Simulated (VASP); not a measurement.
# Bi2Te3 (R-3m) in VASP: notebook, part 2 of 3

VASP 6.6.1.

## 3. Single point, r2SCAN+rVV10

This run uses another cell than the first one, of 34.91 Å³/atom.

POSCAR reads:

```
Bi2Te3
1.0
    2.1957943101      1.2677424361     10.4508714113
   -2.1957943101      1.2677424361     10.4508714113
    0.0000000000     -2.5354848721     10.4508714113
Bi Te
2 3
Direct
    0.6016461472      0.6016461472      0.6016461472
    0.3983538528      0.3983538528      0.3983538528
    0.7864228559      0.7864228559      0.7864228559
    0.2135771441      0.2135771441      0.2135771441
    0.0000000000      0.0000000000      0.0000000000
```

INCAR.step1 reads:

```
SYSTEM = Bi2Te3
PREC = Accurate
ENCUT = 520
ISMEAR = -1
SIGMA = 0.02
LREAL = .False.
LASPH = .True.
NELM = 60
NBANDS = 32
GGA = PE
ALGO = Normal
EDIFF = 1E-4
LWAVE = .True.
LCHARG = .False.
```

INCAR.step2 reads:

```
SYSTEM = Bi2Te3
PREC = Accurate
ENCUT = 520
EDIFF = 1E-6
ISMEAR = -1
SIGMA = 0.02
LREAL = .False.
LASPH = .True.
NELM = 60
ALGO = Normal
ISIF = 2
LWAVE = .False.
LCHARG = .False.
METAGGA = R2SCAN
LMIXTAU = .True.
LUSE_VDW = .True.
IVDW_NL = 2
BPARAM = 11.95
CPARAM = 0.0093
NBANDS = 32
ISTART = 1
```

KPOINTS reads:

```
Automatic mesh
0
Gamma
  6 6 6
  0 0 0
```

Potentials or basis: VASP PAW PBE potentials, release 64 (Bi_d, Te).

On the command line:

```bash
$ cat potpaw_PBE.64/Bi_d/POTCAR potpaw_PBE.64/Te/POTCAR > POTCAR
$ cp INCAR.step1 INCAR
$ mpirun -np 1 vasp_std > vasp.out
$ cp INCAR.step2 INCAR
$ mpirun -np 1 vasp_std > vasp.out
```

OUTCAR:

```text
SYSTEM = Bi2Te3
   PREC = Accurate
   ENCUT = 520
   EDIFF = 1E-6
   ISMEAR = -1
   LREAL = .False.
   LASPH = .True.
   NELM = 60
   ISIF = 2
   METAGGA = R2SCAN
   IVDW_NL = 2
   BPARAM = 11.95
   ISTART = 1

 ion  position               nearest neighbor table
   1  0.602  0.602  0.602-   4 3.06   4 3.06   4 3.06   5 3.25   5 3.25   5 3.25
   2  0.398  0.398  0.398-   3 3.06   3 3.06   3 3.06   5 3.25   5 3.25   5 3.25
   3  0.786  0.786  0.786-   2 3.06   2 3.06   2 3.06
   4  0.214  0.214  0.214-   1 3.06   1 3.06   1 3.06
   5  0.000  0.000  0.000-   1 3.25   1 3.25   2 3.25   2 3.25   1 3.25   2 3.25

  LATTYP: Found a trigonal (rhomboedric) cell.
 ALAT       =    10.7540409518
 COS(alpha) =     0.9166184557

  Lattice vectors:

 A1 = (   2.1957943101,   1.2677424361,  10.4508714113)
 A2 = (  -2.1957943101,   1.2677424361,  10.4508714113)
 A3 = (   0.0000000000,  -2.5354848721,  10.4508714113)

Analysis of symmetry for initial positions (statically):
=====================================================================
 Subroutine PRICEL returns:
 Original cell was already a primitive cell.

 Routine SETGRP: Setting up the symmetry group for a
 trigonal (rhombohedral) supercell.

 Subroutine GETGRP returns: Found 12 space group operations
 (whereof 12 operations were pure point group operations)
 out of a pool of 12 trial point group operations.

The static configuration has the point symmetry D_3d.

Analysis of symmetry for dynamics (positions and initial velocities):
=====================================================================
 Subroutine PRICEL returns:
 Original cell was already a primitive cell.

 Routine SETGRP: Setting up the symmetry group for a
 trigonal (rhombohedral) supercell.
[... 127 lines left out ...]
   EFERMI_NEDOS =   21; number of points for ismear=-14 and -15
   IALGO  =     38    algorithm
   IMIX   =      4    mixing-type and parameters
     AMIX     =   0.40;   BMIX     =  1.00
     AMIX_MAG =   1.60;   BMIX_MAG =  1.00
  volume/ion in A,a.u.               =      34.91       235.59
  Fermi-wavevector in a.u.,A,eV,Ry     =   1.064584  2.011771 15.420002  1.133338
  Thomas-Fermi vector in A             =   2.200107
   LORBIT       =      0    0 simple, 1 ext, 2 COOP (PROOUT), +10 PAW based schemes
   METAGGA = R2SCAN    functional components
   LHFCALC =     F    Hartree Fock is set to
   AEXX    =    0.0000 exact exchange contribution
   IVDW_NL    =     2    kernel type
   BPARAM     =11.9500
   IVDW    =     0    specifies the selected vdW correction
   LEPSILON=     F    determine dielectric tensor
   LRPA    =     F    only Hartree local field effects (RPA)
 non-spin polarized calculation
  energy-cutoff  :      520.00
  volume of cell :      174.55
 maximum number of plane-waves:      4715
   NGX = 39   NGY = 39   NGZ = 39

 number of electron      47.9999999 magnetization

 Free energy of the ion-electron system (eV)
  ---------------------------------------------------
  ext. energy  EPLUGINS =         0.00000000
  ---------------------------------------------------
  free energy    TOTEN  =      -193.27274839 eV

  energy without entropy =     -193.27274839  energy(sigma->0) =     -193.27274839

 E-fermi :   5.9164     XC(G=0):  -9.7238

 val. band max:        5.5851315980   @ k =   0.0000   0.0000   0.0000
 cond. band min:       6.2474493867   @ k =   0.0000   0.0000   0.0000
 fundamental gap:      0.6623177887
 Fermi energy:         5.9163635699

 k-point     1 :       0.0000    0.0000    0.0000
  band No.  band energies     occupation
      1     -18.2357      2.00000
      2     -18.2357      2.00000
      3     -18.2341      2.00000
      4     -18.2341      2.00000
      5     -18.2224      2.00000
      6     -18.2211      2.00000
[... 829 lines left out ...]
     31      10.5867      0.00000
     32      11.3688      0.00000

 [... further k-points ...]

------------------------ aborting loop because EDIFF is reached ----------------------------------------

  FORCE on cell =-STRESS in cart. coord.  units (eV):
  Direction    XX          YY          ZZ          XY          YZ          ZX
  --------------------------------------------------------------------------------------
  -------------------------------------------------------------------------------------
  Total        0.2353441      0.2353441      0.2538387      0.0000000      0.0000000      0.0000000
  in kB        2.1601677      2.1601677      2.3299248      0.0000000      0.0000000      0.0000000
  external PRESSURE =       2.2167534 kB  Pullay stress =       0.0000000 kB

 VOLUME and BASIS-vectors are now :
 -----------------------------------------------------------------------------
  energy-cutoff  :      520.00
  volume of cell :      174.55
      direct lattice vectors                 reciprocal lattice vectors
     2.195794310  1.267742436 10.450871411     0.227708032  0.131467293  0.031895267
    -2.195794310  1.267742436 10.450871411    -0.227708032  0.131467293  0.031895267
     0.000000000 -2.535484872 10.450871411     0.000000000 -0.262934587  0.031895267

 POSITION                                       TOTAL-FORCE (eV/Angst)
 -----------------------------------------------------------------------------------
      0.00000      0.00000     18.86318        -0.000000      0.000000      0.014113
      0.00000      0.00000     12.48943        -0.000000     -0.000000     -0.014113
      0.00000      0.00000     24.65641        -0.000000      0.000000      0.027483
      0.00000      0.00000      6.69620        -0.000000     -0.000000     -0.027483
      0.00000      0.00000      0.00000         0.000000      0.000000     -0.000000
 -----------------------------------------------------------------------------------
    total drift:                               -0.000000     -0.000000     -0.000000

  FREE ENERGIE OF THE ION-ELECTRON SYSTEM (eV)
  ---------------------------------------------------
  free  energy   TOTEN  =      -193.2727483855 eV

  energy  without entropy=     -193.2727483850  energy(sigma->0) =     -193.27274839
```

Run time: 68 min. Hardware: 1 thread of Intel Xeon Platinum 8259CL at 2.50GHz (Skylake/Cascade Lake), shared host; peak memory 2.8 GiB.

Results:

- Free energy: -193.2727 eV
- Pressure: 0.2 GPa
- Largest force: 0.027 eV/Å
- Band gap on the k mesh: 0.66 eV

Forces on the atoms (eV/Å):
```
Bi   0.000  0.000  0.014
Bi   0.000  0.000 -0.014
Te   0.000  0.000  0.027
Te   0.000  0.000 -0.027
Te   0.000  0.000  0.000
```

Levels at points of the mesh, in eV from the valence-band top:
```
           k point  band 21  band 22  band 23  band 24  band 25  band 26  band 27  band 28
(0.00, 0.00, 0.00)    -1.62    -0.86    -0.86     0.00     0.66     0.99     0.99     2.19
(0.50, 0.00, 0.00)    -2.82    -2.11    -0.96    -0.57     0.95     1.53     2.90     3.12
(0.50, 0.50, 0.00)    -1.81    -1.76    -1.35    -1.06     1.32     1.64     2.24     3.02
(0.50, 0.50, 0.50)    -1.39    -1.03    -1.03    -0.28     0.94     1.30     1.30     2.01
```

Caveat: the PAW data sets were made with another functional, which shifts forces and pressure a little; spin-orbit coupling is left out, which moves the levels of the heavy elements. A k mesh can miss the band edges.

## 4. Single point, PBE

This run uses another cell than the first one, of 34.91 Å³/atom.

INCAR reads:

```
PREC = Accurate ; ENCUT = 520
EDIFF = 1E-6 ; ISMEAR = -1
SIGMA = 0.02 ; LREAL = F
LASPH = T ; NELM = 80
ALGO = Normal ; ISIF = 2
LWAVE = F ; LCHARG = T
GGA = PE ; LELF = T
LVHAR = T ; NBANDS = 32
```

KPOINTS reads:

```
Automatic mesh
0
Gamma
  8 8 8
```

POSCAR is that of step 3.

On the command line:

```bash
$ cat potpaw_PBE.64/Bi_d/POTCAR potpaw_PBE.64/Te/POTCAR > POTCAR
$ mpirun -np 1 vasp_std > vasp.out
```

Wall time 23 min (1 thread of Intel Xeon Platinum 8259CL at 2.50GHz (Skylake/Cascade Lake), shared host); peak memory 1.1 GiB.

It converged, with:

* Free energy: -18.3710 eV
* Pressure: 1.6 GPa
* Largest force: 0.174 eV/Å
* Band gap on the k mesh: 0.43 eV

Forces in eV/Å, atoms in the order of the input:
```
Bi   0.000  0.000  0.065
Bi   0.000  0.000 -0.065
Te   0.000  0.000  0.174
Te   0.000  0.000 -0.174
Te   0.000  0.000  0.000
```

Stress tensor (GPa, compression positive):
```
1.64 0.00 0.00
0.00 1.64 0.00
0.00 0.00 1.46
```

Levels at points of the mesh, in eV from the valence-band top:
```
           k point  band 22  band 23  band 24  band 25  band 26  band 27
(0.00, 0.00, 0.00)    -0.75    -0.75     0.00     0.43     0.93     0.93
(0.50, 0.00, 0.00)    -2.01    -0.84    -0.53     0.76     1.43     2.71
(0.50, 0.50, 0.00)    -1.70    -1.23    -0.97     1.18     1.48     2.12
(0.50, 0.50, 0.50)    -0.91    -0.91    -0.31     0.77     1.23     1.23
```

Caveat: spin-orbit coupling is left out, which moves the levels of the heavy elements. A k mesh can miss the band edges.

[end of part 2 of 3]
